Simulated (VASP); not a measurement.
Input of a VASP 6.6.1 run:

INCAR

```
SYSTEM = Li2ScCuCl6
PREC     = Accurate       ! precision mode
ENCUT    = 520            ! plane-wave cutoff, eV
EDIFF    = 1E-6           ! SCF threshold, eV
ISMEAR   = -1             ! smearing method
SIGMA    = 0.01           ! smearing width, eV
LREAL    = .False.        ! projectors in reciprocal space
LASPH    = .True.         ! aspherical terms in the spheres
NELM     = 80             ! most SCF steps
ALGO     = Normal         ! electronic algorithm
ISIF     = 2              ! what is computed and relaxed
LWAVE    = .False.        ! write WAVECAR
LCHARG   = .True.         ! write CHGCAR
GGA      = PE             ! functional
LELF     = .True.         ! ELF
LVHAR    = .True.       
NBANDS   = 46             ! bands
```

File KPOINTS:

```
Automatic mesh
0
Gamma
  3 3 3
  0 0 0
```

The input POSCAR:

```
Li2ScCuCl6
1.0
    7.0050830000      0.0000000000      0.0000000000
    3.5025415000      6.0665798336      0.0000000000
    3.5025415000      2.0221932779      5.7196263186
Li Sc Cu Cl
2 1 1 6
Direct
    0.7500000000      0.7500000000      0.7500000000
    0.2500000000      0.2500000000      0.2500000000
    0.0000000000      0.0000000000      0.0000000000
    0.5000000000      0.5000000000      0.5000000000
    0.7499300000      0.2500700000      0.2500700000
    0.2500700000      0.2500700000      0.7499300000
    0.2500700000      0.7499300000      0.7499300000
    0.2500700000      0.7499300000      0.2500700000
    0.7499300000      0.2500700000      0.7499300000
    0.7499300000      0.7499300000      0.2500700000
```

Potentials or basis: VASP PAW PBE potentials, release 64 (Li_sv, Sc_sv, Cu, Cl).

Launch:

```sh
$ cat potpaw_PBE.64/Li_sv/POTCAR potpaw_PBE.64/Sc_sv/POTCAR potpaw_PBE.64/Cu/POTCAR potpaw_PBE.64/Cl/POTCAR > POTCAR
$ mpirun -np 1 vasp_std > vasp.out
```

(1) Estimate the band gap on the k mesh.

(2) Predict the largest force.

Answers

(1) 1.90 eV.

(2) 0.005 eV/Å.

Caveat: an odd mesh through Γ misses points on the zone boundary, where band edges can lie.
